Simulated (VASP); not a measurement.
# CdTe (I-4m2) in VASP: further runs

CdTe is run at these levels: PBE; tasks: single point.

Everything below comes from runs of VASP 6.6.1. Logs are shortened: lines on timing, memory, paths and dates and some standing lists are left out, and cuts for length are marked.

## 1. The cell of the first run

The structure is tetragonal, space group I-4m2 (No. 119). The conventional cell has a = 4.820 Å, b = 4.820 Å, c = 6.518 Å, α = 90.00°, β = 90.00°, γ = 90.00°. Cd (site symmetry -4m2) has 4 Te at 2.91 Å within 3.8 Å. Te (site symmetry -4m2) has 4 Cd at 2.91 Å within 3.8 Å.

## 2. Single point, PBE (strain +0.030 along x and y, -0.015 along z)

INCAR reads:

```
PREC = Accurate
ENCUT = 520
EDIFF = 1E-7
ISMEAR = 0
SIGMA = 0.05
LREAL = False
LASPH = True
NELM = 100
ALGO = Normal
ISIF = 2
LWAVE = False
LCHARG = False
GGA = PE
NBANDS = 16
```

KPOINTS reads:

```
regular mesh
0
Gamma
  10 10 10
```

POSCAR reads:

```
CdTe
1.0
    0.0000000000      3.4079472836      3.2590563829
    3.4079472836      0.0000000000      3.2590563829
    3.4079472836      3.4079472836      0.0000000000
Cd Te
1 1
Direct
    0.0000000000      0.0000000000      0.0000000000
    0.7500000000      0.7500000000      0.7500000000
```

Potentials or basis: VASP PAW PBE potentials, release 64 (Cd, Te).

Run with:

```bash
$ cat potpaw_PBE.64/Cd/POTCAR potpaw_PBE.64/Te/POTCAR > POTCAR
$ mpirun -np 1 vasp_std > vasp.out
```

OUTCAR:

```text
PREC = Accurate
   ENCUT = 520
   EDIFF = 1E-7
   ISMEAR = 0
   LREAL = False
   LASPH = True
   NELM = 100
   ISIF = 2
   GGA = PE

 ion  position               nearest neighbor table
   1  0.000  0.000  0.000-   2 2.91   2 2.91   2 2.91   2 2.91
   2  0.750  0.750  0.750-   1 2.91   1 2.91   1 2.91   1 2.91

  LATTYP: Found a body centered tetragonal cell.
 ALAT       =     4.8195652683
 C/A-ratio  =     1.3524275330

  Lattice vectors:

 A1 = (   0.0000000000,  -3.4079472836,  -3.2590563829)
 A2 = (   0.0000000000,   3.4079472836,  -3.2590563829)
 A3 = (   3.4079472836,   0.0000000000,   3.2590563829)

Analysis of symmetry for initial positions (statically):
=====================================================================
 Subroutine PRICEL returns:
 Original cell was already a primitive cell.

 Routine SETGRP: Setting up the symmetry group for a
 body centered tetragonal supercell.

 Subroutine GETGRP returns: Found  8 space group operations
 (whereof  8 operations were pure point group operations)
 out of a pool of 16 trial point group operations.

The static configuration has the point symmetry D_2d.

Analysis of symmetry for dynamics (positions and initial velocities):
=====================================================================
 Subroutine PRICEL returns:
 Original cell was already a primitive cell.

 Routine SETGRP: Setting up the symmetry group for a
 body centered tetragonal supercell.

 Subroutine GETGRP returns: Found  8 space group operations
 (whereof  8 operations were pure point group operations)
 out of a pool of 16 trial point group operations.

The dynamic configuration has the point symmetry D_2d.

 Subroutine INISYM returns: Found  8 space group operations
 (whereof  8 operations are pure point group operations),
 and found     1 'primitive' translations

----------------------------------------------------------------------------------------

                                     Primitive cell

  volume of cell :      75.7020

  direct lattice vectors                    reciprocal lattice vectors
     0.000000000  3.407947284  3.259056383    -0.146715884  0.146715884  0.153418641
     3.407947284  0.000000000  3.259056383     0.146715884 -0.146715884  0.153418641
     3.407947284  3.407947284  0.000000000     0.146715884  0.146715884 -0.153418641

  length of vectors
     4.715458959  4.715458959  4.819565268     0.258047245  0.258047245  0.258047245

  position of ions in fractional coordinates (direct lattice)
     0.000000000  0.000000000  0.000000000
     0.750000000  0.750000000  0.750000000

  ion indices of the primitive-cell ions
   primitive index   ion index
                 1           1
                 2           2

----------------------------------------------------------------------------------------

 KPOINTS: regular mesh

Automatic generation of k-mesh.
 Grid dimensions read from file:
 generate k-points for:   10   10   10

 Generating k-lattice:

  Cartesian coordinates                     Fractional coordinates (reciprocal lattice)
    -0.014671588  0.014671588  0.015341864     0.100000000  0.000000000  0.000000000
     0.014671588 -0.014671588  0.015341864     0.000000000  0.100000000  0.000000000
     0.014671588  0.014671588 -0.015341864     0.000000000  0.000000000  0.100000000

  Length of vectors
     0.025804725  0.025804725  0.025804725

  Shift w.r.t. Gamma in fractional coordinates (k-lattice)
     0.000000000  0.000000000  0.000000000

 Subroutine IBZKPT returns following result:
 ===========================================

 Found    102 irreducible k-points:

 Following reciprocal coordinates:
            Coordinates               Weight
  0.000000  0.000000  0.000000      1.000000
  0.100000  0.000000  0.000000      8.000000
  0.200000  0.000000  0.000000      8.000000
  0.300000 -0.000000  0.000000      8.000000
  0.400000 -0.000000  0.000000      8.000000
  0.500000 -0.000000  0.000000      4.000000
[... 16 lines left out ...]
  0.300000  0.300000  0.000000      2.000000
  0.400000  0.300000  0.000000      8.000000
 [... further k-points ...]
   k-points           NKPTS =    102   k-points in BZ     NKDIM =    102   number of bands    NBANDS=     16
   number of dos      NEDOS =    301   number of ions     NIONS =      2
   total plane-waves  NPLWV =  46656
   dimension x,y,z NGX =    36 NGY =   36 NGZ =   36
   dimension x,y,z NGXF=    72 NGYF=   72 NGZF=   72
   ions per type =               1   1
   NGX,Y,Z   is equivalent  to a cutoff of  12.69, 12.69, 12.42 a.u.
   NGXF,Y,Z  is equivalent  to a cutoff of  25.38, 25.38, 24.84 a.u.
 SYSTEM =  unknown system
   PREC   = accura    normal or accurate (medium, high low for compatibility)
   ISTART =      0    job   : 0-new  1-cont  2-samecut
   ICHARG =      2    charge: 1-file 2-atom 10-const
   ISPIN  =      1    spin polarized calculation?
   LNONCOLLINEAR =      F non collinear calculations
   LSORBIT =      F    spin-orbit coupling
   LASPH  =      T    aspherical Exc in radial PAW
   ENCUT  =  520.0 eV  38.22 Ry    6.18 a.u.   8.77  8.77  8.96*2*pi/ulx,y,z
   NELM   =    100;   NELMIN=  2; NELMDL= -5     # of ELM steps
   EDIFF  = 0.1E-06   stopping-criterion for ELM
   LREAL  =      F    real-space projection
   EDIFFG = 0.1E-05   stopping-criterion for IOM
   NSW    =      0    number of steps for IOM
   IBRION =     -1    ionic relax: 0-MD 1-quasi-New 2-CG
   NFREE  =      0    steps in history (QN), initial steepest desc. (CG)
   ISIF   =      2    stress and relaxation
   ISYM   =      2    0-nonsym 1-usesym 2-fastsym
   POTIM  = 0.5000    time-step for ionic-motion
   TEBEG  =    0.0;   TEEND  =   0.0 temperature during run
   PSTRESS=    0.0 pullay stress
   NELECT =      18.0000    total number of electrons
   NUPDOWN=      -1.0000    fix difference up-down
   EMIN   =  10.00;   EMAX   =-10.00  energy-range for DOS
   EFERMI =   0.00;   METHOD = LEGACY
   ISMEAR =     0;   SIGMA  =   0.05  broadening in eV -4-tet -1-fermi 0-gaus
   EFERMI_NEDOS =   21; number of points for ismear=-14 and -15
   IALGO  =     38    algorithm
   IMIX   =      4    mixing-type and parameters
     AMIX     =   0.40;   BMIX     =  1.00
     AMIX_MAG =   1.60;   BMIX_MAG =  1.00
  volume/ion in A,a.u.               =      37.85       255.43
  Fermi-wavevector in a.u.,A,eV,Ry     =   1.014214  1.916587 13.995374  1.028631
  Thomas-Fermi vector in A             =   2.147429
   LORBIT       =      0    0 simple, 1 ext, 2 COOP (PROOUT), +10 PAW based schemes
   GGA     = PE    functional components
   LHFCALC =     F    Hartree Fock is set to
   AEXX    =    0.0000 exact exchange contribution
   IVDW    =     0    specifies the selected vdW correction
   LEPSILON=     F    determine dielectric tensor
   LRPA    =     F    only Hartree local field effects (RPA)
 non-spin polarized calculation
 Gauss-broadening in eV      SIGMA  =   0.05
  energy-cutoff  :      520.00
  volume of cell :       75.70
 maximum number of plane-waves:      2061
   NGX = 17   NGY = 17   NGZ = 17

 number of electron      17.9999993 magnetization

 Free energy of the ion-electron system (eV)
  ---------------------------------------------------
  ext. energy  EPLUGINS =         0.00000000
  ---------------------------------------------------
  free energy    TOTEN  =        -4.79506660 eV

  energy without entropy =       -4.79506660  energy(sigma->0) =       -4.79506660

 E-fermi :   1.7058     XC(G=0):  -8.1236

 val. band max:        1.5204513537   @ k =   0.0000   0.0000   0.0000
 cond. band min:       1.8902038839   @ k =   0.0000   0.0000   0.0000
 fundamental gap:      0.3697525302
 Fermi energy:         1.7058277800

 k-point     1 :       0.0000    0.0000    0.0000
  band No.  band energies     occupation
      1      -9.1783      2.00000
      2      -6.5372      2.00000
      3      -6.5372      2.00000
      4      -6.5276      2.00000
      5      -6.3462      2.00000
      6      -6.3443      2.00000
[... 8 lines left out ...]
     15      10.3278      0.00000
     16      10.8398      0.00000

 k-point     2 :       0.1000    0.0000    0.0000
  band No.  band energies     occupation
      1      -9.1489      2.00000
      2      -6.5320      2.00000
      3      -6.5267      2.00000
      4      -6.5078      2.00000
      5      -6.3462      2.00000
      6      -6.3449      2.00000
[... 8 lines left out ...]
     15       9.9225      0.00000
     16      10.2873      0.00000

 k-point     3 :       0.2000    0.0000    0.0000
  band No.  band energies     occupation
      1      -9.0717      2.00000
      2      -6.5191      2.00000
      3      -6.5127      2.00000
      4      -6.4302      2.00000
      5      -6.3453      2.00000
      6      -6.3452      2.00000
[... 8 lines left out ...]
     15       9.6717      0.00000
     16      10.0567      0.00000

 k-point     4 :       0.3000   -0.0000    0.0000
  band No.  band energies     occupation
      1      -8.9770      2.00000
      2      -6.5052      2.00000
      3      -6.4977      2.00000
      4      -6.3489      2.00000
      5      -6.3419      2.00000
      6      -6.2934      2.00000
[... 8 lines left out ...]
     15       9.9752      0.00000
     16      10.0901      0.00000
[... 324 lines left out ...]
 k-point    22 :      -0.2000    0.2000    0.0000
  band No.  band energies     occupation
      1      -8.9476      2.00000
      2      -6.4977      2.00000
      3      -6.4810      2.00000
      4      -6.3501      2.00000
      5      -6.3473      2.00000
      6      -6.2604      2.00000
[... 8 lines left out ...]
     15      10.6282      0.00000
     16      11.4079      0.00000

 k-point    23 :       0.3000    0.3000    0.0000
  band No.  band energies     occupation
      1      -8.9048      2.00000
      2      -6.4627      2.00000
      3      -6.4627      2.00000
      4      -6.4059      2.00000
      5      -6.3284      2.00000
      6      -6.2098      2.00000
[... 8 lines left out ...]
     15      11.1484      0.00000
     16      12.6372      0.00000

 k-point    24 :       0.4000    0.3000    0.0000
  band No.  band energies     occupation
      1      -8.8467      2.00000
      2      -6.4519      2.00000
      3      -6.4482      2.00000
      4      -6.4018      2.00000
      5      -6.3255      2.00000
      6      -6.0994      2.00000
[... 8 lines left out ...]
     15      11.6069      0.00000
     16      12.7724      0.00000

 [... further k-points ...]

------------------------ aborting loop because EDIFF is reached ----------------------------------------

  FORCE on cell =-STRESS in cart. coord.  units (eV):
  Direction    XX          YY          ZZ          XY          YZ          ZX
  --------------------------------------------------------------------------------------
  -------------------------------------------------------------------------------------
  Total       -0.7330546     -0.7330546     -0.3945669      0.0000000     -0.0000000     -0.0000000
  in kB      -15.5145532    -15.5145532     -8.3507143      0.0000000     -0.0000000     -0.0000000
  external PRESSURE =     -13.1266069 kB  Pullay stress =       0.0000000 kB

 VOLUME and BASIS-vectors are now :
 -----------------------------------------------------------------------------
  energy-cutoff  :      520.00
  volume of cell :       75.70
      direct lattice vectors                 reciprocal lattice vectors
     0.000000000  3.407947284  3.259056383    -0.146715884  0.146715884  0.153418641
     3.407947284  0.000000000  3.259056383     0.146715884 -0.146715884  0.153418641
     3.407947284  3.407947284  0.000000000     0.146715884  0.146715884 -0.153418641

 POSITION                                       TOTAL-FORCE (eV/Angst)
 -----------------------------------------------------------------------------------
      0.00000      0.00000      0.00000        -0.000000     -0.000000     -0.000000
      5.11192      5.11192      4.88858         0.000000      0.000000      0.000000
 -----------------------------------------------------------------------------------
    total drift:                                0.000001      0.000001      0.000000

  FREE ENERGIE OF THE ION-ELECTRON SYSTEM (eV)
  ---------------------------------------------------
  free  energy   TOTEN  =        -4.7950665987 eV

  energy  without entropy=       -4.7950665987  energy(sigma->0) =       -4.79506660
```

It took 43 s on 1 thread of Intel Xeon 6975P-C (Granite Rapids), shared host; peak memory 0.28 GiB.

Results:

- Free energy: -4.7951 eV
- Pressure: -1.3 GPa
- Band gap on the k mesh: 0.37 eV

Caveat: the cell differs from its parent crystal (strain +0.030 along x and y, -0.015 along z); spin-orbit coupling is left out, which moves the levels of the heavy elements.

## 3. Single point, PBE (strain +0.030 along x and y, +0.000 along z)

INCAR reads:

```
SYSTEM = CdTe
PREC = Accurate ; ENCUT = 520
EDIFF = 1E-6 ; ISMEAR = 0
SIGMA = 0.05 ; LREAL = .False.
LASPH = .True. ; NELM = 60
ALGO = Normal ; ISIF = 2
LWAVE = .False. ; LCHARG = .False.
GGA = PE ; NBANDS = 16
```

KPOINTS reads:

```
Automatic mesh
0
Gamma
  10 10 10
  0 0 0
```

POSCAR reads:

```
CdTe
1.0
    0.0000000000      3.4079472836      3.3086866831
    3.4079472836      0.0000000000      3.3086866831
    3.4079472836      3.4079472836      0.0000000000
Cd Te
1 1
Direct
    0.0000000000      0.0000000000      0.0000000000
    0.7500000000      0.7500000000      0.7500000000
```

Potentials or basis: VASP PAW PBE potentials, release 64 (Cd, Te).

Run with:

```bash
$ cat potpaw_PBE.64/Cd/POTCAR potpaw_PBE.64/Te/POTCAR > POTCAR
$ mpirun -np 1 vasp_std > vasp.out
```

Wall time 39 s (1 thread of Intel Xeon 6975P-C (Granite Rapids), shared host); peak memory 0.28 GiB.

It converged, with:

- Free energy: -4.7871 eV
- Pressure: -1.7 GPa
- Band gap on the k mesh: 0.36 eV

Stress tensor (GPa, compression positive):
```
-1.87  0.00  0.00
 0.00 -1.87  0.00
 0.00  0.00 -1.38
```

Levels at points of the mesh, in eV from the valence-band top:
| k point | band 6 | band 7 | band 8 | band 9 | band 10 | band 11 | band 12 | band 13 |
| --- | --- | --- | --- | --- | --- | --- | --- | --- |
| (0.00, 0.00, 0.00) | -7.81 | -0.08 | -0.08 | 0.00 | 0.36 | 4.60 | 4.62 | 4.62 |
| (0.50, 0.00, 0.00) | -7.55 | -3.84 | -0.73 | -0.61 | 1.63 | 5.09 | 5.24 | 6.84 |
| (0.50, 0.50, 0.00) | -7.43 | -3.73 | -1.61 | -1.61 | 2.46 | 2.74 | 8.30 | 8.46 |
| (0.50, 0.00, 0.50) | -7.46 | -3.85 | -1.52 | -1.48 | 2.66 | 2.83 | 8.10 | 8.36 |

Caveat: the cell differs from its parent crystal (strain +0.030 along x and y, +0.000 along z); spin-orbit coupling is left out, which moves the levels of the heavy elements.
